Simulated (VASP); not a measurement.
# Re2Br (R-3m) in VASP: notebook

Re2Br is run at these levels: PBE; tasks: single point.

Everything below comes from runs of VASP 6.6.1. Logs are shortened: lines on timing, memory, paths and dates and some standing lists are left out, and cuts for length are marked.

### 1 The cell of the first run

Symmetry: R-3m, No. 166, trigonal system. The conventional cell has a = 3.587 Å, b = 3.587 Å, c = 16.252 Å, α = 90.00°, β = 90.00°, γ = 120.00°. Re (site symmetry 3m) has 3 Br at 2.47 Å and 12 Re at 3.41 to 3.59 Å within 3.6 Å. Within 3.3 Å of Br (site symmetry -3m) lie 6 Re at 2.47 Å.

### 2 Single point, PBE, collinear spin

Input file INCAR:

```
SYSTEM = Re2Br
PREC = Accurate ; ENCUT = 520
EDIFF = 1E-6 ; ISMEAR = 0
SIGMA = 0.1 ; LREAL = .False.
LASPH = .True. ; NELM = 150
ALGO = Normal ; ISIF = 2
LWAVE = .False. ; LCHARG = .False.
ISPIN = 2 ; MAGMOM = 1 1 0
LORBIT = 11 ; LMAXMIX = 4
GGA = PE ; NBANDS = 22
```

Input file KPOINTS:

```
Automatic mesh
0
Gamma
  6 6 6
  0 0 0
```

Input file POSCAR:

```
Re2Br
1.0
    1.7937208377      1.0356052085      5.4174957868
   -1.7937208377      1.0356052085      5.4174957868
    0.0000000000     -2.0712104170      5.4174957868
Re Br
2 1
Direct
    0.7500000000      0.7500000000      0.7500000000
    0.2500000000      0.2500000000      0.2500000000
    0.0000000000      0.0000000000      0.0000000000
```

Potentials or basis: VASP PAW PBE potentials, release 64 (Re, Br).

On the command line:

```
$ cat potpaw_PBE.64/Re/POTCAR potpaw_PBE.64/Br/POTCAR > POTCAR
$ mpirun -np 1 vasp_std > vasp.out
```

OUTCAR:

```text
SYSTEM = Re2Br
   PREC = Accurate
   ENCUT = 520
   EDIFF = 1E-6
   ISMEAR = 0
   LREAL = .False.
   LASPH = .True.
   NELM = 150
   ISIF = 2
   ISPIN = 2
   LORBIT = 11
   GGA = PE

 ion  position               nearest neighbor table
   1  0.750  0.750  0.750-   3 2.47   3 2.47   3 2.47   2 3.41   2 3.41   2 3.41   2 3.41   2 3.41
                             2 3.41
   2  0.250  0.250  0.250-   3 2.47   3 2.47   3 2.47   1 3.41   1 3.41   1 3.41   1 3.41   1 3.41
                             1 3.41
   3  0.000  0.000  0.000-   1 2.47   1 2.47   2 2.47   2 2.47   1 2.47   2 2.47

  LATTYP: Found a trigonal (rhomboedric) cell.
 ALAT       =     5.7999287230
 COS(alpha) =     0.8087090652

  Lattice vectors:

 A1 = (   1.7937208377,   1.0356052085,   5.4174957868)
 A2 = (  -1.7937208377,   1.0356052085,   5.4174957868)
 A3 = (   0.0000000000,  -2.0712104170,   5.4174957868)

Analysis of symmetry for initial positions (statically):
=====================================================================
 Subroutine PRICEL returns:
 Original cell was already a primitive cell.

 Routine SETGRP: Setting up the symmetry group for a
 trigonal (rhombohedral) supercell.

 Subroutine GETGRP returns: Found 12 space group operations
 (whereof 12 operations were pure point group operations)
 out of a pool of 12 trial point group operations.

The static configuration has the point symmetry D_3d.

Analysis of symmetry for dynamics (positions and initial velocities):
=====================================================================
 Subroutine PRICEL returns:
 Original cell was already a primitive cell.

 Routine SETGRP: Setting up the symmetry group for a
 trigonal (rhombohedral) supercell.

 Subroutine GETGRP returns: Found 12 space group operations
 (whereof 12 operations were pure point group operations)
 out of a pool of 12 trial point group operations.

The dynamic configuration has the point symmetry D_3d.

Analysis of structural, dynamic, and magnetic symmetry:
=====================================================================
 Subroutine PRICEL returns:
 Original cell was already a primitive cell.

 Routine SETGRP: Setting up the symmetry group for a
 trigonal (rhombohedral) supercell.

 Subroutine GETGRP returns: Found 12 space group operations
 (whereof 12 operations were pure point group operations)
 out of a pool of 12 trial point group operations.

[... 124 lines left out ...]
  Fermi-wavevector in a.u.,A,eV,Ry     =   1.151282  2.175607 18.033838  1.325450
  Thomas-Fermi vector in A             =   2.287940
   LORBIT       =     11    0 simple, 1 ext, 2 COOP (PROOUT), +10 PAW based schemes
   GGA     = PE    functional components
   LHFCALC =     F    Hartree Fock is set to
   AEXX    =    0.0000 exact exchange contribution
   IVDW    =     0    specifies the selected vdW correction
   LEPSILON=     F    determine dielectric tensor
   LRPA    =     F    only Hartree local field effects (RPA)
 spin polarized calculation
 Gauss-broadening in eV      SIGMA  =   0.10
  energy-cutoff  :      520.00
  volume of cell :       60.38
 maximum number of plane-waves:      1659
 NGX is ok and might be reduce to    48
   NGX = 21   NGY = 21   NGZ = 21

 number of electron      21.0000000 magnetization       0.0018577

 Free energy of the ion-electron system (eV)
  ---------------------------------------------------
  ext. energy  EPLUGINS =         0.00000000
  ---------------------------------------------------
  free energy    TOTEN  =       -17.79877526 eV

  energy without entropy =      -17.77928568  energy(sigma->0) =      -17.78903047

 E-fermi :   5.9303     XC(G=0): -11.3876

 val. band max:        5.9278484658   @ k =  -0.3333   0.3333   0.1667
 cond. band min:       5.9494115476   @ k =   0.1667   0.1667   0.1667
 fundamental gap:      0.0215630818
 Fermi energy:         5.9302503936

 spin component 1

 k-point     1 :       0.0000    0.0000    0.0000
  band No.  band energies     occupation
      1     -13.8441      1.00000
      2      -3.0467      1.00000
      3      -1.5955      1.00000
      4      -1.5955      1.00000
      5       1.8912      1.00000
      6       3.4681      1.00000
[... 589 lines left out ...]
     21      15.6766      0.00000
     22      16.4129      0.00000

 [... further k-points ...]

 spin component 2

 k-point     1 :       0.0000    0.0000    0.0000
  band No.  band energies     occupation
      1     -13.8441      1.00000
      2      -3.0466      1.00000
      3      -1.5954      1.00000
      4      -1.5954      1.00000
      5       1.8913      1.00000
      6       3.4687      1.00000
[... 589 lines left out ...]
     21      15.6768      0.00000
     22      16.4130      0.00000

 [... further k-points ...]

------------------------ aborting loop because EDIFF is reached ----------------------------------------

  FORCE on cell =-STRESS in cart. coord.  units (eV):
  Direction    XX          YY          ZZ          XY          YZ          ZX
  --------------------------------------------------------------------------------------
  -------------------------------------------------------------------------------------
  Total       -1.8969532     -1.8969532     -8.1353071      0.0000000      0.0000000     -0.0000000
  in kB      -50.3347927    -50.3347927   -215.8666846      0.0000000      0.0000000     -0.0000000
  external PRESSURE =    -105.5120900 kB  Pullay stress =       0.0000000 kB

 VOLUME and BASIS-vectors are now :
 -----------------------------------------------------------------------------
  energy-cutoff  :      520.00
  volume of cell :       60.38
      direct lattice vectors                 reciprocal lattice vectors
     1.793720838  1.035605209  5.417495787     0.278750176  0.160936489  0.061529043
    -1.793720838  1.035605209  5.417495787    -0.278750176  0.160936489  0.061529043
     0.000000000 -2.071210417  5.417495787     0.000000000 -0.321872979  0.061529043

 POSITION                                       TOTAL-FORCE (eV/Angst)
 -----------------------------------------------------------------------------------
      0.00000      0.00000     12.18937         0.000000      0.000000      2.571025
      0.00000      0.00000      4.06312         0.000000     -0.000000     -2.571025
      0.00000      0.00000      0.00000         0.000000     -0.000000      0.000000
 -----------------------------------------------------------------------------------
    total drift:                               -0.000000      0.000000     -0.000000

  FREE ENERGIE OF THE ION-ELECTRON SYSTEM (eV)
  ---------------------------------------------------
  free  energy   TOTEN  =       -17.7987752555 eV

  energy  without entropy=      -17.7792856760  energy(sigma->0) =      -17.78903047

 total charge

# of ion       s       p       d       tot
------------------------------------------
    1        0.401   0.294   4.882   5.577
    2        0.401   0.294   4.882   5.577
    3        1.586   3.097   0.342   5.026
--------------------------------------------------
tot          2.388   3.685  10.107  16.180

 magnetization (x)

# of ion       s       p       d       tot
------------------------------------------
    1        0.000   0.000   0.001   0.001
    2        0.000   0.000   0.001   0.001
    3       -0.000  -0.000  -0.000  -0.000
--------------------------------------------------
tot          0.000   0.000   0.002   0.002
```

Run time: 4.2 min. Hardware: 1 thread of Intel Xeon Platinum 8259CL at 2.50GHz (Skylake/Cascade Lake), shared host; peak memory 0.42 GiB.

What came out:

```yaml
Free_energy: -17.7988 eV
Pressure: -10.6 GPa
Largest_force: 2.571 eV/Å
Net_moment: 0.00 μB per cell
Valence_electrons_inside_the_program's_atomic_spheres: Re 5.58; Br 5.03
```

Forces in eV/Å, atoms in the order of the input:
```
Re   0.000  0.000  2.571
Re   0.000  0.000 -2.571
Br   0.000  0.000  0.000
```

Caveat: the stress differs along the axes, from -22 to -5 GPa; spin-orbit coupling is left out, which moves the levels of the heavy elements; forces of over 1 eV/Å act on the atoms, so gaps and moduli don't describe the material at rest.

### 3 Single point, PBE

This run uses another cell than the first one, of 20.80 Å³/atom.

Input file INCAR:

```
SYSTEM = Re2Br
PREC = Accurate
ENCUT = 520
EDIFF = 1E-6
ISMEAR = 0
SIGMA = 0.1
LREAL = .False.
LASPH = .True.
NELM = 100
ALGO = Normal
ISIF = 2
LWAVE = .False.
LCHARG = .False.
GGA = PE
NBANDS = 18
```

Input file KPOINTS:

```
regular mesh
0
Gamma
  18 18 18
  0 0 0
```

Input file POSCAR:

```
Re2Br
1.0
    1.7255089352      0.9962230482      6.0503764430
   -1.7255089352      0.9962230482      6.0503764430
    0.0000000000     -1.9924460964      6.0503764430
Re Br
2 1
Direct
    0.7971880441      0.7971880441      0.7971880441
    0.2028119559      0.2028119559      0.2028119559
    0.0000000000      0.0000000000      0.0000000000
```

Potentials or basis: VASP PAW PBE potentials, release 64 (Re, Br).

On the command line:

```
$ cat potpaw_PBE.64/Re/POTCAR potpaw_PBE.64/Br/POTCAR > POTCAR
$ mpirun -np 1 vasp_std > vasp.out
```

Wall time 23 min (1 thread of Intel Xeon Platinum 8259CL at 2.50GHz (Skylake/Cascade Lake), shared host); peak memory 0.82 GiB.

It converged, with:

```
Free energy            : -24.3286 eV
Pressure               : -1.4 GPa
Largest force          : 0.406 eV/Å
Band gap on the k mesh : zero (an odd number of electrons rules out a gap without spin polarisation)
```

Forces on the atoms (eV/Å):
```
Re   0.000  0.000  0.406
Re   0.000  0.000 -0.406
Br   0.000  0.000  0.000
```

Levels at points of the mesh, in eV from the Fermi level:
```csv
k point,band 8,band 9,band 10,band 11,band 12,band 13
"(0.00, 0.00, 0.00)",-4.01,-1.55,-1.55,0.72,1.72,1.72
"(0.50, 0.00, 0.00)",-2.46,-2.14,-0.73,-0.40,0.14,0.92
"(0.50, 0.50, 0.00)",-2.38,-2.01,-0.57,-0.20,-0.20,1.34
"(0.50, 0.50, 0.50)",-3.50,-2.05,-2.05,0.88,2.07,2.28
```

Caveat: spin-orbit coupling is left out, which moves the levels of the heavy elements.

The gap in the log of VASP goes by the Fermi energy; the results here count the filled bands.